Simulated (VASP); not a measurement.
Runs of VASP 6.6.1 on Cu. The structure is that of space group Im-3m (No. 229), or close to it. The cells are those of the table. 

| cell | cutoff (eV) | gap on the mesh (eV) | pressure (GPa) |
| --- | --- | --- | --- |
| a = 2.455 Å, angles 111.1, 111.1, 106.3°, 1 atom | 520 | none | -5.7 |
| a = 2.373 Å, angles 108.6, 108.6, 111.2°, 1 atom | 520 | none | 14.3 |
| a = 2.438 Å, angles 108.6, 108.6, 111.2°, 1 atom | 520 | none | -2.7 |
| a = 2.389 Å, angles 110.2, 110.2, 107.9°, 1 atom | 520 | none | 10.0 |
| a = 2.389 Å, angles 109.4, 109.4, 109.6°, 1 atom | 520 | none | (a) |
| a = 2.423 Å, angles 111.1, 111.1, 106.3°, 1 atom | 520 | none | 0.8 |
| a = 2.405 Å, angles 109.4, 109.4, 109.6°, 1 atom | 520 | none | 5.4 |
| a = 2.423 Å, angles 111.1, 111.1, 106.3°, 1 atom | 600 | none | (b) |
| a = 2.421 Å, angles 109.4, 109.4, 109.6°, 1 atom | 520 | none | 0.8 |
| a = 2.454 Å, angles 108.6, 108.6, 111.2°, 1 atom | 520 | none | -5.8 |
| a = 2.438 Å, angles 110.2, 110.2, 107.9°, 1 atom | 520 | none | -2.7 |
| a = 2.439 Å, angles 111.1, 111.1, 106.3°, 1 atom | 520 | none | -2.7 |

Alike in all rows: task single point; level LDA; potentials or basis VASP PAW LDA potentials, release 64 (Cu); no spin polarisation; k mesh 24 × 24 × 24; smearing gaussian 0.15 eV.

**Question.** Fill in the values left out.

**Answer.** (a) 9.2; (b) 0.9.

Caveats: the cell stands under pressure (at least some runs); the cell stands under tension (at least some runs).

A gap of «none» marks levels without a gap at the run's occupations.
